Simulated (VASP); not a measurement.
# Ir (P-1) in VASP: a series of runs

Ir is run at these levels: PBEsol; tasks: single point.

Everything below comes from runs of VASP 6.6.1. Logs are shortened: lines on timing, memory, paths and dates and some standing lists are left out, and cuts for length are marked.

### Step 1. The cell of the first run

The typed cell holds 2 atoms: a = 2.773 Å, b = 2.760 Å, c = 4.452 Å, α = 90.52°, β = 90.43°, γ = 120.09°.

### Step 2. Single point, PBEsol

File INCAR:

```
SYSTEM = Ir
ALGO     = Normal         ! electronic algorithm
EDIFF    = 1E-6           ! SCF threshold, eV
ENCUT    = 500            ! plane-wave cutoff, eV
GGA      = PS             ! functional
GGA_COMPAT= .False.      
ISIF     = 2              ! what is computed and relaxed
ISMEAR   = 1              ! smearing method
LASPH    = .True.         ! aspherical terms in the spheres
LCHARG   = .True.         ! write CHGCAR
LELF     = .True.         ! ELF
LREAL    = .False.        ! projectors in reciprocal space
LVHAR    = .True.       
LWAVE    = .False.        ! write WAVECAR
NBANDS   = 16             ! bands
NELM     = 120            ! most SCF steps
PREC     = Accurate       ! precision mode
SIGMA    = 0.1            ! smearing width, eV
```

File KPOINTS:

```
k-points
0
Gamma
  8 8 5
  0 0 0
```

File POSCAR:

```
Ir
1.0
    2.7725536141      0.0015174624     -0.0104625041
   -1.3849640024      2.3868386236     -0.0124990985
   -0.0169616360     -0.0331944907      4.4518753785
Ir
2
Direct
    0.6806600000      0.3916000000      0.7404900000
    0.2836000000      0.6097500000      0.2056100000
```

Potentials or basis: VASP PAW PBE potentials, release 64 (Ir).

Command:

```bash
> cat potpaw_PBE.64/Ir/POTCAR > POTCAR
> mpirun -np 1 vasp_std > vasp.out
```

OUTCAR:

```text
SYSTEM = Ir
   EDIFF = 1E-6
   ENCUT = 500
   GGA = PS
   ISIF = 2
   ISMEAR = 1
   LASPH = .True.
   LREAL = .False.
   NELM = 120
   PREC = Accurate

 ion  position               nearest neighbor table
   1  0.681  0.392  0.740-   2 2.52   2 2.56   2 2.81   2 2.81   2 2.81   2 3.00
   2  0.284  0.610  0.206-   1 2.52   1 2.56   1 2.81   1 2.81   1 2.81   1 3.00

  LATTYP: Found a triclinic cell.
 ALAT       =     2.7622774950
 B/A-ratio  =     1.0037274586
 C/A-ratio  =     1.6117249081
 COS(alpha) =     0.0075873562
 COS(beta)  =     0.0166728312
 COS(gamma) =     0.5028362826

  Lattice vectors:

 A1 = (   1.3875896117,   2.3883560860,  -0.0229616026)
 A2 = (   2.7725536141,   0.0015174624,  -0.0104625041)
 A3 = (   0.0169616360,   0.0331944907,  -4.4518753785)

Analysis of symmetry for initial positions (statically):
=====================================================================
 Subroutine PRICEL returns:
 Original cell was already a primitive cell.

 Routine SETGRP: Setting up the symmetry group for a
 triclinic supercell.

 Subroutine GETGRP returns: Found  2 space group operations
 (whereof  1 operations were pure point group operations)
 out of a pool of  2 trial point group operations.

The static configuration has the point symmetry C_1 .
 The point group associated with its full space group is S_2 .

Analysis of symmetry for dynamics (positions and initial velocities):
=====================================================================
 Subroutine PRICEL returns:
 Original cell was already a primitive cell.

 Routine SETGRP: Setting up the symmetry group for a
 triclinic supercell.

 Subroutine GETGRP returns: Found  2 space group operations
 (whereof  1 operations were pure point group operations)
 out of a pool of  2 trial point group operations.

The dynamic configuration has the point symmetry C_1 .
 The point group associated with its full space group is S_2 .

 Subroutine INISYM returns: Found  2 space group operations
 (whereof  1 operations are pure point group operations),
 and found     1 'primitive' translations

----------------------------------------------------------------------------------------

                                     Primitive cell

  volume of cell :      29.4682

  direct lattice vectors                    reciprocal lattice vectors
     2.772553614  0.001517462 -0.010462504     0.360574879  0.209239072  0.002933938
    -1.384964002  2.386838624 -0.012499098    -0.000217463  0.418854395  0.003122273
    -0.016961636 -0.033194491  4.451875378     0.000846789  0.001667717  0.224640098

  length of vectors
     2.772573770  2.759579702  4.452031442     0.416897878  0.418866088  0.224647885

  position of ions in fractional coordinates (direct lattice)
     0.680660000  0.391600000  0.740490000
     0.283600000  0.609750000  0.205610000

  ion indices of the primitive-cell ions
   primitive index   ion index
                 1           1
                 2           2

----------------------------------------------------------------------------------------

 KPOINTS: k-points

Automatic generation of k-mesh.
 Grid dimensions read from file:
 generate k-points for:    8    8    5

 Generating k-lattice:

  Cartesian coordinates                     Fractional coordinates (reciprocal lattice)
     0.045071860  0.026154884  0.000366742     0.125000000  0.000000000  0.000000000
    -0.000027183  0.052356799  0.000390284     0.000000000  0.125000000 -0.000000000
     0.000169358  0.000333543  0.044928020     0.000000000  0.000000000  0.200000000

  Length of vectors
     0.052112235  0.052358261  0.044929577

  Shift w.r.t. Gamma in fractional coordinates (k-lattice)
     0.000000000  0.000000000  0.000000000

 Subroutine IBZKPT returns following result:
 ===========================================

 Found    162 irreducible k-points:

 Following reciprocal coordinates:
            Coordinates               Weight
  0.000000  0.000000  0.000000      1.000000
  0.125000 -0.000000 -0.000000      2.000000
  0.250000 -0.000000 -0.000000      2.000000
  0.375000 -0.000000 -0.000000      2.000000
  0.500000 -0.000000 -0.000000      1.000000
  0.000000  0.125000 -0.000000      2.000000
[... 16 lines left out ...]
  0.125000  0.375000  0.000000      2.000000
  0.250000  0.375000 -0.000000      2.000000
 [... further k-points ...]
   k-points           NKPTS =    162   k-points in BZ     NKDIM =    162   number of bands    NBANDS=     16
   number of dos      NEDOS =    301   number of ions     NIONS =      2
   total plane-waves  NPLWV =  12800
   dimension x,y,z NGX =    20 NGY =   20 NGZ =   32
   dimension x,y,z NGXF=    40 NGYF=   40 NGZF=   64
   ions per type =               2
   NGX,Y,Z   is equivalent  to a cutoff of  11.99, 12.05, 11.95 a.u.
   NGXF,Y,Z  is equivalent  to a cutoff of  23.98, 24.10, 23.90 a.u.
 SYSTEM =  Ir
   PREC   = accura    normal or accurate (medium, high low for compatibility)
   ISTART =      0    job   : 0-new  1-cont  2-samecut
   ICHARG =      2    charge: 1-file 2-atom 10-const
   ISPIN  =      1    spin polarized calculation?
   LNONCOLLINEAR =      F non collinear calculations
   LSORBIT =      F    spin-orbit coupling
   LASPH  =      T    aspherical Exc in radial PAW
   ENCUT  =  500.0 eV  36.75 Ry    6.06 a.u.   5.06  5.03  8.12*2*pi/ulx,y,z
   NELM   =    120;   NELMIN=  2; NELMDL= -5     # of ELM steps
   EDIFF  = 0.1E-05   stopping-criterion for ELM
   LREAL  =      F    real-space projection
   EDIFFG = 0.1E-04   stopping-criterion for IOM
   NSW    =      0    number of steps for IOM
   IBRION =     -1    ionic relax: 0-MD 1-quasi-New 2-CG
   NFREE  =      0    steps in history (QN), initial steepest desc. (CG)
   ISIF   =      2    stress and relaxation
   ISYM   =      2    0-nonsym 1-usesym 2-fastsym
   POTIM  = 0.5000    time-step for ionic-motion
   TEBEG  =    0.0;   TEEND  =   0.0 temperature during run
   PSTRESS=    0.0 pullay stress
   NELECT =      18.0000    total number of electrons
   NUPDOWN=      -1.0000    fix difference up-down
   EMIN   =  10.00;   EMAX   =-10.00  energy-range for DOS
   EFERMI =   0.00;   METHOD = LEGACY
   ISMEAR =     1;   SIGMA  =   0.10  broadening in eV -4-tet -1-fermi 0-gaus
   EFERMI_NEDOS =   21; number of points for ismear=-14 and -15
   IALGO  =     38    algorithm
   IMIX   =      4    mixing-type and parameters
     AMIX     =   0.40;   BMIX     =  1.00
     AMIX_MAG =   1.60;   BMIX_MAG =  1.00
  volume/ion in A,a.u.               =      14.73        99.43
  Fermi-wavevector in a.u.,A,eV,Ry     =   1.389039  2.624903 26.251482  1.929429
  Thomas-Fermi vector in A             =   2.513108
   LORBIT       =      0    0 simple, 1 ext, 2 COOP (PROOUT), +10 PAW based schemes
   GGA     = PS    functional components
   LHFCALC =     F    Hartree Fock is set to
   AEXX    =    0.0000 exact exchange contribution
   IVDW    =     0    specifies the selected vdW correction
   LEPSILON=     F    determine dielectric tensor
   LRPA    =     F    only Hartree local field effects (RPA)
 non-spin polarized calculation
 Methfessel and Paxton  Order N= 1 SIGMA  =   0.10
  energy-cutoff  :      500.00
  volume of cell :       29.47
 maximum number of plane-waves:       766
   NGX = 11   NGY = 11   NGZ = 17

 number of electron      18.0000000 magnetization

 Free energy of the ion-electron system (eV)
  ---------------------------------------------------
  ext. energy  EPLUGINS =         0.00000000
  ---------------------------------------------------
  free energy    TOTEN  =       -19.02726942 eV

  energy without entropy =      -19.02663900  energy(sigma->0) =      -19.02705928

 E-fermi :   9.6715     XC(G=0): -13.8406

 val. band max:        9.6663675898   @ k =  -0.0000  -0.3750   0.4000
 cond. band min:       9.6737064073   @ k =  -0.2500   0.2500   0.4000
 fundamental gap:      0.0073388174
 Fermi energy:         9.6715117154

 k-point     1 :       0.0000    0.0000    0.0000
  band No.  band energies     occupation
      1      -1.2110      2.00000
      2       1.7866      2.00000
      3       5.4142      2.00000
      4       5.7441      2.00000
      5       6.2623      2.00000
      6       6.2714      2.00000
[... 8 lines left out ...]
     15      26.2139      0.00000
     16      26.7174      0.00000

 k-point     2 :       0.1250   -0.0000   -0.0000
  band No.  band energies     occupation
      1      -0.6344      2.00000
      2       2.3092      2.00000
      3       5.0867      2.00000
      4       5.7284      2.00000
      5       6.0692      2.00000
      6       6.6230      2.00000
[... 8 lines left out ...]
     15      26.8277      0.00000
     16      27.0893      0.00000

 k-point     3 :       0.2500   -0.0000   -0.0000
  band No.  band energies     occupation
      1       0.8551      2.00000
      2       3.2049      2.00000
      3       4.5575      2.00000
      4       4.9904      2.00000
      5       5.5648      2.00000
      6       6.2930      2.00000
[... 8 lines left out ...]
     15      25.4555      0.00000
     16      25.7319      0.00000

 k-point     4 :       0.3750   -0.0000   -0.0000
  band No.  band energies     occupation
      1       2.2743      2.00000
      2       2.9099      2.00000
      3       3.7546      2.00000
      4       5.3201      2.00000
      5       5.7188      2.00000
      6       6.1692      2.00000
[... 8 lines left out ...]
     15      22.7753      0.00000
     16      23.8243      0.00000
[... 324 lines left out ...]
 k-point    22 :       0.0000    0.3750    0.0000
  band No.  band energies     occupation
      1       1.7661      2.00000
      2       2.4624      2.00000
      3       3.1056      2.00000
      4       5.3653      2.00000
      5       6.1065      2.00000
      6       6.9062      2.00000
[... 8 lines left out ...]
     15      22.1823      0.00000
     16      23.9775      0.00000

 k-point    23 :       0.1250    0.3750    0.0000
  band No.  band energies     occupation
      1       2.3699      2.00000
      2       2.6755      2.00000
      3       2.9429      2.00000
      4       5.0948      2.00000
      5       6.2191      2.00000
      6       7.0979      2.00000
[... 8 lines left out ...]
     15      19.1085      0.00000
     16      23.3218      0.00000

 k-point    24 :       0.2500    0.3750   -0.0000
  band No.  band energies     occupation
      1       2.9917      2.00000
      2       3.3826      2.00000
      3       3.6634      2.00000
      4       4.8434      2.00000
      5       5.5471      2.00000
      6       6.6145      2.00000
[... 8 lines left out ...]
     15      21.3308      0.00000
     16      23.1365      0.00000

 [... further k-points ...]

------------------------ aborting loop because EDIFF is reached ----------------------------------------

  FORCE on cell =-STRESS in cart. coord.  units (eV):
  Direction    XX          YY          ZZ          XY          YZ          ZX
  --------------------------------------------------------------------------------------
  -------------------------------------------------------------------------------------
  Total       -2.2151369     -1.6742227      0.5850462      0.0929587      1.1764164      0.2853952
  in kB     -120.4363340    -91.0269884     31.8087882      5.0541387     63.9614073     15.5168518
  external PRESSURE =     -59.8848448 kB  Pullay stress =       0.0000000 kB

 VOLUME and BASIS-vectors are now :
 -----------------------------------------------------------------------------
  energy-cutoff  :      500.00
  volume of cell :       29.47
      direct lattice vectors                 reciprocal lattice vectors
     2.772553614  0.001517462 -0.010462504     0.360574879  0.209239072  0.002933938
    -1.384964002  2.386838624 -0.012499098    -0.000217463  0.418854395  0.003122273
    -0.016961636 -0.033194491  4.451875378     0.000846789  0.001667717  0.224640098

 POSITION                                       TOTAL-FORCE (eV/Angst)
 -----------------------------------------------------------------------------------
      1.33225      0.91114      3.28455        -0.162959     -1.179899     -2.091347
     -0.06167      1.44898      0.90476         0.162959      1.179899      2.091347
 -----------------------------------------------------------------------------------
    total drift:                               -0.000000      0.000001     -0.000004

  FREE ENERGIE OF THE ION-ELECTRON SYSTEM (eV)
  ---------------------------------------------------
  free  energy   TOTEN  =       -19.0272694163 eV

  energy  without entropy=      -19.0266390002  energy(sigma->0) =      -19.02705928
```

It took 65 s on 1 thread of Intel Xeon 8259CL, shared host; peak memory 0.19 GiB.

Results:

```
Free energy            : -19.0273 eV
Pressure               : -6.0 GPa
Largest force          : 2.407 eV/Å
Band gap on the k mesh : zero (bands 9 and 10 overlap by 2.60 eV)
```

Forces in eV/Å, atoms in the order of the input:
```
Ir  -0.163 -1.180 -2.091
Ir   0.163  1.180  2.091
```

Levels at points of the mesh, in eV from the Fermi level:
```
           k point  band 6  band 7  band 8  band 9  band 10  band 11  band 12  band 13
(0.00, 0.00, 0.00)   -3.40   -2.80   -2.57   -1.20    -0.61    -0.54     1.18     6.64
(0.50, 0.00, 0.00)   -3.58   -2.92    0.48    0.49     1.10     3.13     3.76     8.11
(0.00, 0.50, 0.00)   -2.48   -2.08    0.70    0.92     1.28     2.13     4.83     6.92
(0.50, 0.50, 0.00)   -3.57   -2.88    0.42    0.53     1.06     3.05     3.86     8.11
```

Caveat: the cell stands under tension; the PAW data sets were made with another functional, which shifts forces and pressure a little; spin-orbit coupling is left out, which moves the levels of the heavy elements.

### Step 3. Single point, PBEsol

This run uses another cell than the first one, of 14.81 Å³/atom.

File INCAR:

```
SYSTEM = Ir
PREC = Accurate
ENCUT = 500
EDIFF = 1E-6
ISMEAR = 1
SIGMA = 0.1
LREAL = .False.
LASPH = .True.
NELM = 120
ALGO = Normal
ISIF = 2
LWAVE = .False.
LCHARG = .False.
GGA = PS
NBANDS = 16
GGA_COMPAT = .False.
```

File KPOINTS:

```
regular mesh
0
Gamma
  8 8 5
  0 0 0
```

File POSCAR:

```
Ir
1.0
    2.7771900000      0.0015200000     -0.0104800000
   -1.3872800000      2.3908300000     -0.0125200000
   -0.0169900000     -0.0332500000      4.4593200000
Ir
2
Direct
    0.6806600000      0.3916000000      0.7404900000
    0.2836000000      0.6097500000      0.2056100000
```

Potentials or basis: VASP PAW PBE potentials, release 64 (Ir).

Command:

```bash
> cat potpaw_PBE.64/Ir/POTCAR > POTCAR
> mpirun -np 1 vasp_std > vasp.out
```

It took 83 s on 1 thread of Intel Xeon 8259CL, shared host; peak memory 0.19 GiB.

The run converged. Its results:

```
Free energy            : -19.0210 eV
Pressure               : -7.6 GPa
Largest force          : 2.346 eV/Å
Band gap on the k mesh : zero (bands 9 and 10 overlap by 2.58 eV)
```

Forces on the atoms (eV/Å):
```
Ir  -0.160 -1.162 -2.032
Ir   0.160  1.162  2.032
```

Stress tensor (GPa, compression positive):
```
-13.69   0.49   1.52
  0.49 -10.60   6.28
  1.52   6.28   1.34
```

Levels at points of the mesh, in eV from the Fermi level:
| k point | band 6 | band 7 | band 8 | band 9 | band 10 | band 11 | band 12 | band 13 |
| --- | --- | --- | --- | --- | --- | --- | --- | --- |
| (0.00, 0.00, 0.00) | -3.37 | -2.78 | -2.55 | -1.19 | -0.61 | -0.53 | 1.17 | 6.60 |
| (0.50, 0.00, 0.00) | -3.55 | -2.89 | 0.48 | 0.49 | 1.09 | 3.11 | 3.73 | 8.08 |
| (0.00, 0.50, 0.00) | -2.46 | -2.06 | 0.69 | 0.91 | 1.27 | 2.11 | 4.80 | 6.90 |
| (0.50, 0.50, 0.00) | -3.54 | -2.85 | 0.42 | 0.53 | 1.05 | 3.03 | 3.84 | 8.08 |

Caveat: the cell stands under tension; the PAW data sets were made with another functional, which shifts forces and pressure a little; spin-orbit coupling is left out, which moves the levels of the heavy elements.
